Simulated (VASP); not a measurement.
## SnTe3As: single point with PBE

SnTe3As:

```
Sn Te As
1.0
     7.30658    0.00000    0.00000
    -3.65329    6.32768    0.00000
     0.00000    0.00000    6.49646
Sn Te As
2 6 2
Cartesian
  3.6533 2.1092 1.6241
  0.0000 4.2185 4.8723
  1.7827 1.0293 4.8723
  1.8706 5.2984 1.6241
  5.5238 1.0293 4.8723
  -1.8706 5.2984 1.6241
  3.6533 4.2692 4.8723
  0.0000 2.0585 1.6241
  0.0000 0.0000 3.2482
  0.0000 0.0000 0.0000
```

The cell was generated, and may not be a known phase.

```json
{"Program": "VASP 6.6.1", "Task": "single point", "Functional": "PBE", "Potentials or basis": "VASP PAW PBE potentials, release 64 (Sn_d, Te, As)", "Cutoff": "520 eV", "k mesh": "3 × 3 × 4", "Occupations": "gaussian, width 0.1 eV", "Spin": "no spin polarisation", "Dipole correction": "no", "Further INCAR settings": "ALGO = Normal; EDIFF = 1e-07; NBANDS = 48"}
```

```json
{
  "Pressure": "6.1 GPa",
  "Largest force": "2.651 eV/Å",
  "Band gap on the k mesh": "zero (bands 37 and 38 overlap by 0.72 eV)"
}
```

Forces in eV/Å, atoms in the order of the input:
```
Sn   0.000  0.000  0.000
Sn   0.000  0.000  0.000
Te   2.296  1.326  0.000
Te  -2.296 -1.326  0.000
Te  -2.296  1.326  0.000
Te   2.296 -1.326  0.000
Te   0.000 -2.651  0.000
Te   0.000  2.651  0.000
As   0.000  0.000  0.000
As   0.000  0.000  0.000
```

Stress tensor (GPa, compression positive):
```
5.90 0.00 0.00
0.00 5.90 0.00
0.00 0.00 6.56
```

Levels at points of the mesh, in eV from the Fermi level:
```csv
k point,band 33,band 34,band 35,band 36,band 37,band 38,band 39,band 40,band 41,band 42
"(0.00, 0.00, 0.00)",-1.35,-0.74,-0.72,-0.24,-0.05,-0.05,0.61,2.31,2.45,2.45
"(0.00, 0.00, 0.50)",-1.04,-1.04,-0.51,-0.51,-0.15,-0.15,0.26,0.26,2.43,2.43
```

Wall time 4.4 min on 1 thread of AMD EPYC 7R43 64-Core Processor (Zen 3), with other jobs on the host, peak memory 0.39 GiB.

Caveat: the cell stands under pressure; spin-orbit coupling is left out, which moves the levels of the heavy elements; forces of over 1 eV/Å act on the atoms, so gaps and moduli don't describe the material at rest.
